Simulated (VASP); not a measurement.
# Mg (P6_3/mmc) in VASP: single point with LDA

Aim: the single point of Mg with LDA.

Everything below comes from runs of VASP 6.6.1. Logs are shortened: lines on timing, memory, paths and dates and some standing lists are left out, and cuts for length are marked.

**1. The cell of the first run**

Symmetry: P6_3/mmc, No. 194, hexagonal system. Conventional cell: a = 3.140 Å, b = 3.140 Å, c = 5.054 Å, α = 90.00°, β = 90.00°, γ = 120.00°. Within 4.1 Å of Mg (site symmetry -6m2) lie 12 Mg at 3.11 to 3.14 Å.

**2. Single point, LDA**

The input, INCAR:

```
SYSTEM = Mg
  PREC = Accurate
  ENCUT = 520
  EDIFF = 1E-6
  ISMEAR = 0
  SIGMA = 0.05
  LREAL = .False.
  LASPH = .True.
  NELM = 100
  ALGO = Normal
  ISIF = 2
  LWAVE = .False.
  LCHARG = .True.
  GGA = CA
  LELF = .True.
  LVHAR = .True.
  NBANDS = 9
```

The input, KPOINTS:

```
Automatic mesh
0
Gamma
  16 16 8
  0 0 0
```

The input, POSCAR:

```
Mg
1.0
    3.1395858144      0.0000000000      0.0000000000
   -1.5697929072      2.7189610726      0.0000000000
    0.0000000000      0.0000000000      5.0538072896
Mg
2
Direct
    0.3333333333      0.6666666667      0.7500000000
    0.6666666667      0.3333333333      0.2500000000
```

Potentials or basis: VASP PAW LDA potentials, release 64 (Mg).

The run is started by

```bash
cat potpaw_LDA.64/Mg/POTCAR > POTCAR
mpirun -np 1 vasp_std > vasp.out
```

OUTCAR:

```text
SYSTEM = Mg
   PREC = Accurate
   ENCUT = 520
   EDIFF = 1E-6
   ISMEAR = 0
   LREAL = .False.
   LASPH = .True.
   NELM = 100
   ISIF = 2
   GGA = CA

 ion  position               nearest neighbor table
   1  0.333  0.667  0.750-   2 3.11   2 3.11   2 3.11   2 3.11   2 3.11   2 3.11
   2  0.667  0.333  0.250-   1 3.11   1 3.11   1 3.11   1 3.11   1 3.11   1 3.11

  LATTYP: Found a hexagonal cell.
 ALAT       =     3.1395858144
 C/A-ratio  =     1.6097050975

  Lattice vectors:

 A1 = (   3.1395858144,   0.0000000000,   0.0000000000)
 A2 = (  -1.5697929072,   2.7189610726,   0.0000000000)
 A3 = (   0.0000000000,   0.0000000000,   5.0538072896)

Analysis of symmetry for initial positions (statically):
=====================================================================
 Subroutine PRICEL returns:
 Original cell was already a primitive cell.

 Routine SETGRP: Setting up the symmetry group for a
 hexagonal supercell.

 Subroutine GETGRP returns: Found 24 space group operations
 (whereof 12 operations were pure point group operations)
 out of a pool of 24 trial point group operations.

The static configuration has the point symmetry D_3d.
 The point group associated with its full space group is D_6h.

Analysis of symmetry for dynamics (positions and initial velocities):
=====================================================================
 Subroutine PRICEL returns:
 Original cell was already a primitive cell.

 Routine SETGRP: Setting up the symmetry group for a
 hexagonal supercell.

 Subroutine GETGRP returns: Found 24 space group operations
 (whereof 12 operations were pure point group operations)
 out of a pool of 24 trial point group operations.

The dynamic configuration has the point symmetry D_3d.
 The point group associated with its full space group is D_6h.

 Subroutine INISYM returns: Found 24 space group operations
 (whereof 12 operations are pure point group operations),
 and found     1 'primitive' translations

----------------------------------------------------------------------------------------

                                     Primitive cell

  volume of cell :      43.1414

  direct lattice vectors                    reciprocal lattice vectors
     3.139585814  0.000000000  0.000000000     0.318513351  0.183893769  0.000000000
    -1.569792907  2.718961073  0.000000000     0.000000000  0.367787538  0.000000000
     0.000000000  0.000000000  5.053807290     0.000000000  0.000000000  0.197870624

  length of vectors
     3.139585814  3.139585814  5.053807290     0.367787538  0.367787538  0.197870624

  position of ions in fractional coordinates (direct lattice)
     0.333333333  0.666666667  0.750000000
     0.666666667  0.333333333  0.250000000

  ion indices of the primitive-cell ions
   primitive index   ion index
                 1           1
                 2           2

----------------------------------------------------------------------------------------

 KPOINTS: Automatic mesh

Automatic generation of k-mesh.
 Grid dimensions read from file:
 generate k-points for:   16   16    8

 Generating k-lattice:

  Cartesian coordinates                     Fractional coordinates (reciprocal lattice)
     0.019907084  0.011493361  0.000000000     0.062500000  0.000000000  0.000000000
     0.000000000  0.022986721  0.000000000     0.000000000  0.062500000  0.000000000
     0.000000000  0.000000000  0.024733828     0.000000000  0.000000000  0.125000000

  Length of vectors
     0.022986721  0.022986721  0.024733828

  Shift w.r.t. Gamma in fractional coordinates (k-lattice)
     0.000000000  0.000000000  0.000000000

 Subroutine IBZKPT returns following result:
 ===========================================

 Found    150 irreducible k-points:

 Following reciprocal coordinates:
            Coordinates               Weight
  0.000000  0.000000  0.000000      1.000000
  0.062500  0.000000  0.000000      6.000000
  0.125000  0.000000  0.000000      6.000000
  0.187500  0.000000  0.000000      6.000000
  0.250000  0.000000  0.000000      6.000000
  0.312500  0.000000  0.000000      6.000000
[... 16 lines left out ...]
  0.187500  0.187500  0.000000      6.000000
  0.250000  0.187500  0.000000     12.000000
 [... further k-points ...]
   k-points           NKPTS =    150   k-points in BZ     NKDIM =    150   number of bands    NBANDS=      9
   number of dos      NEDOS =    301   number of ions     NIONS =      2
   total plane-waves  NPLWV =  23040
   dimension x,y,z NGX =    24 NGY =   24 NGZ =   40
   dimension x,y,z NGXF=    48 NGYF=   48 NGZF=   80
   ions per type =               2
   NGX,Y,Z   is equivalent  to a cutoff of  12.71, 12.71, 13.16 a.u.
   NGXF,Y,Z  is equivalent  to a cutoff of  25.42, 25.42, 26.32 a.u.
 SYSTEM =  Mg
   PREC   = accura    normal or accurate (medium, high low for compatibility)
   ISTART =      0    job   : 0-new  1-cont  2-samecut
   ICHARG =      2    charge: 1-file 2-atom 10-const
   ISPIN  =      1    spin polarized calculation?
   LNONCOLLINEAR =      F non collinear calculations
   LSORBIT =      F    spin-orbit coupling
   LASPH  =      T    aspherical Exc in radial PAW
   ENCUT  =  520.0 eV  38.22 Ry    6.18 a.u.   5.84  5.84  9.40*2*pi/ulx,y,z
   NELM   =    100;   NELMIN=  2; NELMDL= -5     # of ELM steps
   EDIFF  = 0.1E-05   stopping-criterion for ELM
   LREAL  =      F    real-space projection
   EDIFFG = 0.1E-04   stopping-criterion for IOM
   NSW    =      0    number of steps for IOM
   IBRION =     -1    ionic relax: 0-MD 1-quasi-New 2-CG
   NFREE  =      0    steps in history (QN), initial steepest desc. (CG)
   ISIF   =      2    stress and relaxation
   ISYM   =      2    0-nonsym 1-usesym 2-fastsym
   POTIM  = 0.5000    time-step for ionic-motion
   TEBEG  =    0.0;   TEEND  =   0.0 temperature during run
   PSTRESS=    0.0 pullay stress
   NELECT =       4.0000    total number of electrons
   NUPDOWN=      -1.0000    fix difference up-down
   EMIN   =  10.00;   EMAX   =-10.00  energy-range for DOS
   EFERMI =   0.00;   METHOD = LEGACY
   ISMEAR =     0;   SIGMA  =   0.05  broadening in eV -4-tet -1-fermi 0-gaus
   EFERMI_NEDOS =   21; number of points for ismear=-14 and -15
   IALGO  =     38    algorithm
   IMIX   =      4    mixing-type and parameters
     AMIX     =   0.40;   BMIX     =  1.00
     AMIX_MAG =   1.60;   BMIX_MAG =  1.00
  volume/ion in A,a.u.               =      21.57       145.57
  Fermi-wavevector in a.u.,A,eV,Ry     =   0.740964  1.400218  7.469965  0.549027
  Thomas-Fermi vector in A             =   1.835491
   LORBIT       =      0    0 simple, 1 ext, 2 COOP (PROOUT), +10 PAW based schemes
   GGA     = CA    functional components
   LHFCALC =     F    Hartree Fock is set to
   AEXX    =    0.0000 exact exchange contribution
   IVDW    =     0    specifies the selected vdW correction
   LEPSILON=     F    determine dielectric tensor
   LRPA    =     F    only Hartree local field effects (RPA)
 non-spin polarized calculation
 Gauss-broadening in eV      SIGMA  =   0.05
  energy-cutoff  :      520.00
  volume of cell :       43.14
 maximum number of plane-waves:      1182
 NGX is ok and might be reduce to    24
   NGX = 11   NGY = 11   NGZ = 19

 number of electron       4.0000000 magnetization

 Free energy of the ion-electron system (eV)
  ---------------------------------------------------
  ext. energy  EPLUGINS =         0.00000000
  ---------------------------------------------------
  free energy    TOTEN  =        -3.61680078 eV

  energy without entropy =       -3.61561067  energy(sigma->0) =       -3.61620573

 E-fermi :   2.8101     XC(G=0):  -8.8825

 val. band max:        2.8004834244   @ k =   0.4375  -0.0000   0.2500
 cond. band min:       2.8111082698   @ k =   0.3125   0.3125   0.2500
 fundamental gap:      0.0106248454
 Fermi energy:         2.8101419499

 k-point     1 :       0.0000    0.0000    0.0000
  band No.  band energies     occupation
      1      -4.3909      2.00000
      2       1.0932      2.00000
      3       1.6088      2.00000
      4      13.9658      0.00000
      5      13.9658      0.00000
      6      14.1161      0.00000
      7      14.1161      0.00000
      8      15.0277      0.00000
      9      16.6650      0.00000

 k-point     2 :       0.0625    0.0000    0.0000
  band No.  band energies     occupation
      1      -4.3113      2.00000
      2       1.1652      2.00000
      3       1.6859      2.00000
      4      12.3210      0.00000
      5      13.0567      0.00000
      6      13.8941      0.00000
      7      15.1359      0.00000
      8      15.7884      0.00000
      9      17.0977      0.00000

 k-point     3 :       0.1250    0.0000    0.0000
  band No.  band energies     occupation
      1      -4.0729      2.00000
      2       1.3812      2.00000
      3       1.9157      2.00000
      4      10.3574      0.00000
      5      12.2045      0.00000
      6      13.0004      0.00000
      7      15.2317      0.00000
      8      15.7753      0.00000
      9      16.2210      0.00000

 k-point     4 :       0.1875    0.0000    0.0000
  band No.  band energies     occupation
      1      -3.6769      2.00000
      2       1.7415      2.00000
      3       2.2917      2.00000
      4       8.4598      0.00000
      5      11.4831      0.00000
      6      12.0330      0.00000
      7      13.3456      0.00000
      8      14.6034      0.00000
      9      16.1577      0.00000

 k-point     5 :       0.2500    0.0000    0.0000
  band No.  band energies     occupation
      1      -3.1254      2.00000
      2       2.2465      2.00000
      3       2.7961      1.30839
      4       6.6891      0.00000
      5      10.8939      0.00000
      6      11.0217      0.00000
      7      11.5534      0.00000
      8      13.4120      0.00000
      9      15.4910      0.00000

 k-point     6 :       0.3125    0.0000    0.0000
  band No.  band energies     occupation
      1      -2.4215      2.00000
      2       2.8965      0.01457
      3       3.3386      0.00000
      4       5.1439      0.00000
      5       9.8878      0.00000
      6       9.9288      0.00000
      7      10.4365      0.00000
      8      12.4774      0.00000
      9      14.9665      0.00000
[... 169 lines left out ...]
 k-point    21 :       0.3750    0.1250    0.0000
  band No.  band energies     occupation
      1      -0.3440      2.00000
      2       2.0288      2.00000
      3       4.8456      0.00000
      4       5.4761      0.00000
      5       6.7770      0.00000
      6       7.2000      0.00000
      7       8.7497      0.00000
      8      11.8890      0.00000
      9      12.9745      0.00000

 k-point    22 :       0.4375    0.1250    0.0000
  band No.  band energies     occupation
      1       0.7734      2.00000
      2       0.7960      2.00000
      3       5.7700      0.00000
      4       6.0265      0.00000
      5       6.1297      0.00000
      6       6.4726      0.00000
      7       8.2909      0.00000
      8      11.8131      0.00000
      9      12.9094      0.00000

 k-point    23 :       0.1875    0.1875    0.0000
  band No.  band energies     occupation
      1      -2.2658      2.00000
      2       3.0411      0.00000
      3       3.5200      0.00000
      4       6.0689      0.00000
      5       6.6320      0.00000
      6      10.8792      0.00000
      7      11.5813      0.00000
      8      11.7575      0.00000
      9      12.7071      0.00000

 k-point    24 :       0.2500    0.1875    0.0000
  band No.  band energies     occupation
      1      -1.4916      2.00000
      2       3.7640      0.00000
      3       3.8553      0.00000
      4       4.9224      0.00000
      5       6.1240      0.00000
      6       9.5407      0.00000
      7      10.5934      0.00000
      8      10.8791      0.00000
      9      12.0664      0.00000

 [... further k-points ...]
[... 5 lines left out ...]
  --------------------------------------------------------------------------------------
  -------------------------------------------------------------------------------------
  Total       -0.0623244     -0.0623244     -0.0711769      0.0000000      0.0000000      0.0000000
  in kB       -2.3145914     -2.3145914     -2.6433565      0.0000000      0.0000000      0.0000000
  external PRESSURE =      -2.4241797 kB  Pullay stress =       0.0000000 kB

 VOLUME and BASIS-vectors are now :
 -----------------------------------------------------------------------------
  energy-cutoff  :      520.00
  volume of cell :       43.14
      direct lattice vectors                 reciprocal lattice vectors
     3.139585814  0.000000000  0.000000000     0.318513351  0.183893769  0.000000000
    -1.569792907  2.718961073  0.000000000     0.000000000  0.367787538  0.000000000
     0.000000000  0.000000000  5.053807290     0.000000000  0.000000000  0.197870624

 POSITION                                       TOTAL-FORCE (eV/Angst)
 -----------------------------------------------------------------------------------
     -0.00000      1.81264      3.79036        -0.000000      0.000000      0.000000
      1.56979      0.90632      1.26345         0.000000     -0.000000      0.000000
 -----------------------------------------------------------------------------------
    total drift:                                0.000000     -0.000000      0.000000

  FREE ENERGIE OF THE ION-ELECTRON SYSTEM (eV)
  ---------------------------------------------------
  free  energy   TOTEN  =        -3.6168007798 eV

  energy  without entropy=       -3.6156106744  energy(sigma->0) =       -3.61620573
```

Wall time 56 s (1 thread of AMD EPYC 7R13, shared host); peak memory 0.15 GiB.

Results:

| Item | Value |
| --- | --- |
| Free energy | -3.6168 eV |
| Pressure | -0.2 GPa |
| Band gap on the k mesh | zero (band 2 reaches 3.80 eV, above the bottom of band 3 at 1.61 eV) |

Levels at points of the mesh, in eV from the Fermi level:
```
           k point  band 1  band 2  band 3  band 4  band 5  band 6  band 7
(0.00, 0.00, 0.00)   -7.20   -1.72   -1.20   11.16   11.16   11.31   11.31
(0.50, 0.00, 0.00)   -2.26   -2.24    2.75    3.10    3.46    3.85    7.04
(0.00, 0.00, 0.50)   -5.74   -5.74    5.32    5.32   11.92   11.92   11.92
(0.50, 0.00, 0.50)   -1.17   -1.17   -0.48   -0.48    8.25    8.25    8.25
```
